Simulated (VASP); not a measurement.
# SiO2 (P4_2/mnm) in VASP: a series of runs, part 2 of 2

VASP 6.6.1. Earlier steps stand in the parts before.

## Step 3: Single point, PBE (zz strain of +1 %)

Contents of INCAR:

```
SYSTEM = SiO2
PREC = Accurate
ENCUT = 520
EDIFF = 1E-6
ISMEAR = -1
SIGMA = 0.03
LREAL = .False.
LASPH = .True.
NELM = 80
ALGO = Normal
ISIF = 2
LWAVE = .False.
LCHARG = .True.
GGA = PE
LELF = .True.
LVHAR = .True.
NBANDS = 25
```

Contents of KPOINTS:

```
Automatic mesh
0
Gamma
  6 6 9
  0 0 0
```

Contents of POSCAR:

```
SiO2
1.0
    4.1801000000      0.0000000000      0.0000000000
    0.0000000000      4.1801000000      0.0000000000
    0.0000000000      0.0000000000      2.6944780000
Si O
2 4
Direct
    0.0000000000      0.0000000000      0.0000000000
    0.5000000000      0.5000000000      0.5000000000
    0.3067000000      0.3067000000      0.0000000000
    0.1933000000      0.8067000000      0.5000000000
    0.6933000000      0.6933000000      0.0000000000
    0.8067000000      0.1933000000      0.5000000000
```

Potentials or basis: VASP PAW PBE potentials, release 64 (Si, O).

Command:

```bash
> cat potpaw_PBE.64/Si/POTCAR potpaw_PBE.64/O/POTCAR > POTCAR
> mpirun -np 1 vasp_std > vasp.out
```

OUTCAR:

```text
SYSTEM = SiO2
   PREC = Accurate
   ENCUT = 520
   EDIFF = 1E-6
   ISMEAR = -1
   LREAL = .False.
   LASPH = .True.
   NELM = 80
   ISIF = 2
   GGA = PE

 ion  position               nearest neighbor table
   1  0.000  0.000  0.000-   4 1.77   6 1.77   4 1.77   6 1.77   5 1.81   3 1.81
   2  0.500  0.500  0.500-   3 1.77   5 1.77   3 1.77   5 1.77   4 1.81   6 1.81
   3  0.307  0.307  0.000-   2 1.77   2 1.77   1 1.81
   4  0.193  0.807  0.500-   1 1.77   1 1.77   2 1.81
   5  0.693  0.693  0.000-   2 1.77   2 1.77   1 1.81
   6  0.807  0.193  0.500-   1 1.77   1 1.77   2 1.81

  LATTYP: Found a simple tetragonal cell.
 ALAT       =     4.1801000000
 C/A-ratio  =     0.6445965408

  Lattice vectors:

 A1 = (   4.1801000000,   0.0000000000,   0.0000000000)
 A2 = (   0.0000000000,   4.1801000000,   0.0000000000)
 A3 = (   0.0000000000,   0.0000000000,   2.6944780000)

Analysis of symmetry for initial positions (statically):
=====================================================================
 Subroutine PRICEL returns:
 Original cell was already a primitive cell.

 Routine SETGRP: Setting up the symmetry group for a
 simple tetragonal supercell.

 Subroutine GETGRP returns: Found 16 space group operations
 (whereof  8 operations were pure point group operations)
 out of a pool of 16 trial point group operations.

The static configuration has the point symmetry D_2h.
 The point group associated with its full space group is D_4h.

Analysis of symmetry for dynamics (positions and initial velocities):
=====================================================================
 Subroutine PRICEL returns:
 Original cell was already a primitive cell.

 Routine SETGRP: Setting up the symmetry group for a
 simple tetragonal supercell.

 Subroutine GETGRP returns: Found 16 space group operations
 (whereof  8 operations were pure point group operations)
 out of a pool of 16 trial point group operations.

The dynamic configuration has the point symmetry D_2h.
 The point group associated with its full space group is D_4h.

 Subroutine INISYM returns: Found 16 space group operations
 (whereof  8 operations are pure point group operations),
 and found     1 'primitive' translations

----------------------------------------------------------------------------------------

                                     Primitive cell

  volume of cell :      47.0813

  direct lattice vectors                    reciprocal lattice vectors
     4.180100000  0.000000000  0.000000000     0.239228727  0.000000000  0.000000000
     0.000000000  4.180100000  0.000000000     0.000000000  0.239228727  0.000000000
     0.000000000  0.000000000  2.694478000     0.000000000  0.000000000  0.371129399

  length of vectors
     4.180100000  4.180100000  2.694478000     0.239228727  0.239228727  0.371129399

  position of ions in fractional coordinates (direct lattice)
     0.000000000  0.000000000  0.000000000
     0.500000000  0.500000000  0.500000000
     0.306700000  0.306700000  0.000000000
     0.193300000  0.806700000  0.500000000
     0.693300000  0.693300000  0.000000000
     0.806700000  0.193300000  0.500000000

  ion indices of the primitive-cell ions
   primitive index   ion index
                 1           1
[... 25 lines left out ...]
     0.000000000  0.000000000  0.000000000

 Subroutine IBZKPT returns following result:
 ===========================================

 Found     50 irreducible k-points:

 Following reciprocal coordinates:
            Coordinates               Weight
  0.000000  0.000000  0.000000      1.000000
  0.166667  0.000000  0.000000      4.000000
  0.333333  0.000000  0.000000      4.000000
  0.500000  0.000000  0.000000      2.000000
  0.166667  0.166667  0.000000      4.000000
  0.333333  0.166667  0.000000      8.000000
[... 16 lines left out ...]
  0.333333  0.000000  0.222222      8.000000
  0.500000  0.000000  0.222222      4.000000
 [... further k-points ...]
   k-points           NKPTS =     50   k-points in BZ     NKDIM =     50   number of bands    NBANDS=     25
   number of dos      NEDOS =    301   number of ions     NIONS =      6
   total plane-waves  NPLWV =  20480
   dimension x,y,z NGX =    32 NGY =   32 NGZ =   20
   dimension x,y,z NGXF=    64 NGYF=   64 NGZF=   40
   ions per type =               2   4
   NGX,Y,Z   is equivalent  to a cutoff of  12.73, 12.73, 12.34 a.u.
   NGXF,Y,Z  is equivalent  to a cutoff of  25.45, 25.45, 24.68 a.u.
 SYSTEM =  SiO2
   PREC   = accura    normal or accurate (medium, high low for compatibility)
   ISTART =      0    job   : 0-new  1-cont  2-samecut
   ICHARG =      2    charge: 1-file 2-atom 10-const
   ISPIN  =      1    spin polarized calculation?
   LNONCOLLINEAR =      F non collinear calculations
   LSORBIT =      F    spin-orbit coupling
   LASPH  =      T    aspherical Exc in radial PAW
   ENCUT  =  520.0 eV  38.22 Ry    6.18 a.u.   7.77  7.77  5.01*2*pi/ulx,y,z
   NELM   =     80;   NELMIN=  2; NELMDL= -5     # of ELM steps
   EDIFF  = 0.1E-05   stopping-criterion for ELM
   LREAL  =      F    real-space projection
   EDIFFG = 0.1E-04   stopping-criterion for IOM
   NSW    =      0    number of steps for IOM
   IBRION =     -1    ionic relax: 0-MD 1-quasi-New 2-CG
   NFREE  =      0    steps in history (QN), initial steepest desc. (CG)
   ISIF   =      2    stress and relaxation
   ISYM   =      2    0-nonsym 1-usesym 2-fastsym
   POTIM  = 0.5000    time-step for ionic-motion
   TEBEG  =    0.0;   TEEND  =   0.0 temperature during run
   PSTRESS=    0.0 pullay stress
   NELECT =      32.0000    total number of electrons
   NUPDOWN=      -1.0000    fix difference up-down
   EMIN   =  10.00;   EMAX   =-10.00  energy-range for DOS
   EFERMI =   0.00;   METHOD = LEGACY
   ISMEAR =    -1;   SIGMA  =   0.03  broadening in eV -4-tet -1-fermi 0-gaus
   EFERMI_NEDOS =   21; number of points for ismear=-14 and -15
   IALGO  =     38    algorithm
   IMIX   =      4    mixing-type and parameters
     AMIX     =   0.40;   BMIX     =  1.00
     AMIX_MAG =   1.60;   BMIX_MAG =  1.00
  volume/ion in A,a.u.               =       7.85        52.95
  Fermi-wavevector in a.u.,A,eV,Ry     =   1.439380  2.720034 28.188756  2.071815
  Thomas-Fermi vector in A             =   2.558242
   LORBIT       =      0    0 simple, 1 ext, 2 COOP (PROOUT), +10 PAW based schemes
   GGA     = PE    functional components
   LHFCALC =     F    Hartree Fock is set to
   AEXX    =    0.0000 exact exchange contribution
   IVDW    =     0    specifies the selected vdW correction
   LEPSILON=     F    determine dielectric tensor
   LRPA    =     F    only Hartree local field effects (RPA)
 non-spin polarized calculation
  energy-cutoff  :      520.00
  volume of cell :       47.08
 maximum number of plane-waves:      1282
 NGX is ok and might be reduce to    32
   NGX = 15   NGY = 15   NGZ = 11

 number of electron      31.9999974 magnetization

 Free energy of the ion-electron system (eV)
  ---------------------------------------------------
  ext. energy  EPLUGINS =         0.00000000
  ---------------------------------------------------
  free energy    TOTEN  =       -46.28356887 eV

  energy without entropy =      -46.28356887  energy(sigma->0) =      -46.28356887

 E-fermi :   8.6712     XC(G=0): -12.2167

 val. band max:        8.0972273511   @ k =   0.0000   0.0000   0.0000
 cond. band min:      13.4923193930   @ k =   0.0000   0.0000   0.0000
 fundamental gap:      5.3950920419
 Fermi energy:         8.6712335125

 k-point     1 :       0.0000    0.0000    0.0000
  band No.  band energies     occupation
      1     -14.3641      2.00000
      2     -10.7510      2.00000
      3     -10.7510      2.00000
      4     -10.5449      2.00000
      5      -2.6769      2.00000
      6       1.7878      2.00000
[... 661 lines left out ...]
     24      20.6788      0.00000
     25      21.9922      0.00000

 [... further k-points ...]
[... 5 lines left out ...]
  --------------------------------------------------------------------------------------
  -------------------------------------------------------------------------------------
  Total        2.5078379      2.5078379      1.3189483      0.0000000      0.0000000      0.0000000
  in kB       85.3418525     85.3418525     44.8838768      0.0000000      0.0000000      0.0000000
  external PRESSURE =      71.8558606 kB  Pullay stress =       0.0000000 kB

 VOLUME and BASIS-vectors are now :
 -----------------------------------------------------------------------------
  energy-cutoff  :      520.00
  volume of cell :       47.08
      direct lattice vectors                 reciprocal lattice vectors
     4.180100000  0.000000000  0.000000000     0.239228727  0.000000000  0.000000000
     0.000000000  4.180100000  0.000000000     0.000000000  0.239228727  0.000000000
     0.000000000  0.000000000  2.694478000     0.000000000  0.000000000  0.371129399

 POSITION                                       TOTAL-FORCE (eV/Angst)
 -----------------------------------------------------------------------------------
      0.00000      0.00000      0.00000         0.000000      0.000000      0.000000
      2.09005      2.09005      1.34724         0.000000      0.000000      0.000000
      1.28204      1.28204      0.00000        -0.163290     -0.163290      0.000000
      0.80801      3.37209      1.34724         0.163290     -0.163290      0.000000
      2.89806      2.89806      0.00000         0.163290      0.163290     -0.000000
      3.37209      0.80801      1.34724        -0.163290      0.163290     -0.000000
 -----------------------------------------------------------------------------------
    total drift:                                0.000000      0.000000      0.000000

  FREE ENERGIE OF THE ION-ELECTRON SYSTEM (eV)
  ---------------------------------------------------
  free  energy   TOTEN  =       -46.2835688672 eV

  energy  without entropy=      -46.2835688672  energy(sigma->0) =      -46.28356887
```

Run time: 26 s. Hardware: 1 thread of Intel Xeon Platinum 8375C at 2.90GHz (Ice Lake), shared host; peak memory 0.18 GiB.

What came out:

```yaml
Free_energy: -46.2836 eV
Pressure: 7.2 GPa
Largest_force: 0.231 eV/Å
Band_gap_on_the_k_mesh: 5.40 eV, direct
```

Forces on the atoms (eV/Å):
```
Si   0.000  0.000  0.000
Si   0.000  0.000  0.000
O   -0.163 -0.163  0.000
O    0.163 -0.163  0.000
O    0.163  0.163  0.000
O   -0.163  0.163  0.000
```

Caveat: the cell differs from its parent crystal (zz strain of +1 %).

## Step 4: Single point, PBE (zz strain of +3 %)

Contents of INCAR:

```
SYSTEM = SiO2
PREC     = Accurate       ! precision mode
ENCUT    = 520            ! plane-wave cutoff, eV
EDIFF    = 1E-6           ! SCF threshold, eV
ISMEAR   = -1             ! smearing method
SIGMA    = 0.03           ! smearing width, eV
LREAL    = .False.        ! projectors in reciprocal space
LASPH    = .True.         ! aspherical terms in the spheres
NELM     = 100            ! most SCF steps
ALGO     = Normal         ! electronic algorithm
ISIF     = 2              ! what is computed and relaxed
LWAVE    = .False.        ! write WAVECAR
LCHARG   = .False.        ! write CHGCAR
GGA      = PE             ! functional
NBANDS   = 25             ! bands
```

Contents of KPOINTS:

```
regular mesh
0
Gamma
  6 6 9
  0 0 0
```

POSCAR: that of step 3 with these lines changed.

```diff
@@ -4,3 +4,3 @@
     0.0000000000      4.1801000000      0.0000000000
-    0.0000000000      0.0000000000      2.6944780000
+    0.0000000000      0.0000000000      2.7478340000
 Si O
```

Command:

```bash
> cat potpaw_PBE.64/Si/POTCAR potpaw_PBE.64/O/POTCAR > POTCAR
> mpirun -np 1 vasp_std > vasp.out
```

It took 25 s on 1 thread of Intel Xeon Platinum 8375C at 2.90GHz (Ice Lake), shared host; peak memory 0.18 GiB.

It converged, with:

```yaml
Free_energy: -46.2719 eV
Pressure: 0.2 GPa
Largest_force: 0.230 eV/Å
Band_gap_on_the_k_mesh: 4.97 eV, direct
```

Forces in eV/Å, atoms in the order of the input:
```
Si   0.000  0.000  0.000
Si   0.000  0.000  0.000
O   -0.162 -0.162  0.000
O    0.162 -0.162  0.000
O    0.162  0.162  0.000
O   -0.162  0.162  0.000
```

Stress tensor (GPa, compression positive):
```
 4.74  0.00  0.00
 0.00  4.74  0.00
 0.00  0.00 -8.81
```

Levels at points of the mesh, in eV from the valence-band top:
| k point | band 13 | band 14 | band 15 | band 16 | band 17 | band 18 | band 19 | band 20 |
| --- | --- | --- | --- | --- | --- | --- | --- | --- |
| (0.00, 0.00, 0.00) | -2.63 | -0.82 | -0.82 | 0.00 | 4.97 | 6.13 | 7.87 | 7.87 |
| (0.50, 0.00, 0.00) | -2.74 | -2.74 | -1.01 | -1.01 | 7.10 | 7.10 | 8.48 | 8.48 |
| (0.50, 0.50, 0.00) | -2.65 | -2.65 | -2.08 | -2.08 | 6.79 | 6.79 | 9.47 | 9.47 |

Caveat: the cell differs from its parent crystal (zz strain of +3 %). A k mesh can miss the band edges.

## Step 5: Overview

| cell | gap on the mesh (eV) | pressure (GPa) | largest force (eV/Å) |
| --- | --- | --- | --- |
| a = 4.180, b = 4.180, c = 2.614 Å, 6 atoms | 6.06 | 19.5 | 0.30 |
| a = 4.180, b = 4.180, c = 2.694 Å, 6 atoms | 5.40 | 7.2 | 0.23 |
| a = 4.180, b = 4.180, c = 2.748 Å, 6 atoms | 4.97 | 0.2 | 0.23 |

Alike in all rows: task single point; level PBE; potentials or basis VASP PAW PBE potentials, release 64 (Si, O); no spin polarisation; k mesh 6 × 6 × 9; cutoff (eV) 520; smearing fermi-dirac 0.03 eV.

Absolute energies hang on the potentials; compare differences alone.
